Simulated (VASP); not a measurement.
LiF: single point with PBE

Crystal: LiF.

```
Li F
1.0
     0.00000    1.85288    2.17512
     1.85288    0.00000    2.17512
     1.85288    1.85288    0.00000
Li F
1 1
Direct
  0.00000 0.00000 0.00000
  0.50000 0.50000 0.50000
```

This cell differs from its parent crystal: strain -0.080 along x and y, +0.080 along z.

- Program: VASP 6.6.1
- Task: single point
- Functional: PBE
- Potentials or basis: VASP PAW PBE potentials, release 64 (Li_sv, F)
- Cutoff: 520 eV
- k mesh: 10 × 10 × 10
- Occupations: gaussian, width 0.05 eV
- Spin: no spin polarisation

```yaml
Band_gap_on_the_k_mesh: 9.69 eV, direct
```

Levels at points of the mesh, in eV from the valence-band top:
```csv
k point,band 3,band 4,band 5,band 6,band 7,band 8
"(0.00, 0.00, 0.00)",-0.18,-0.18,0.00,9.69,22.85,24.50
"(0.50, 0.00, 0.00)",-2.83,-0.55,-0.12,11.18,17.62,18.53
"(0.50, 0.50, 0.00)",-3.58,-0.86,-0.86,13.84,18.48,18.78
"(0.50, 0.00, 0.50)",-3.46,-1.95,-0.86,16.39,16.78,18.65
```

It took 20 s on 1 thread of AMD EPYC 7R13 Processor (Zen 3), on a shared host, peak memory 0.1 GiB.

Caveat: the cell differs from its parent crystal (strain -0.080 along x and y, +0.080 along z). A k mesh can miss the band edges.
